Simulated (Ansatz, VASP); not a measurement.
HgTe in VASP and in Ansatz

```
CELL_PARAMETERS angstrom
0.00000 3.21450 3.21450
3.21450 0.00000 3.21450
3.21450 3.21450 0.00000
ATOMIC_POSITIONS crystal
Hg 0.00000 0.00000 0.00000
Te 0.75000 0.75000 0.75000
```

Alike in both runs: task single point; functional PBE; k mesh 7 × 7 × 7; occupations gaussian, width 0.029 eV; no spin polarisation.

|  | VASP | Ansatz |
| --- | --- | --- |
| version | VASP 6.6.1 | Ansatz 0.2.0 |
| potentials or method | VASP PAW PBE potentials, release 64 (Hg, Te), cutoff 520 eV | all-electron LAPW, scalar-relativistic |

```tsv
	VASP	Ansatz	Ansatz less VASP
gap on the k mesh at the Fermi level (eV)	none	none	-
pressure (GPa)	4.6	4.6	-0.08
```

A gap of «none» marks a metal or a gap that the smearing closes. Ansatz ran all-electron here, and VASP with PAW potentials.

Neither program's run includes spin-orbit coupling.
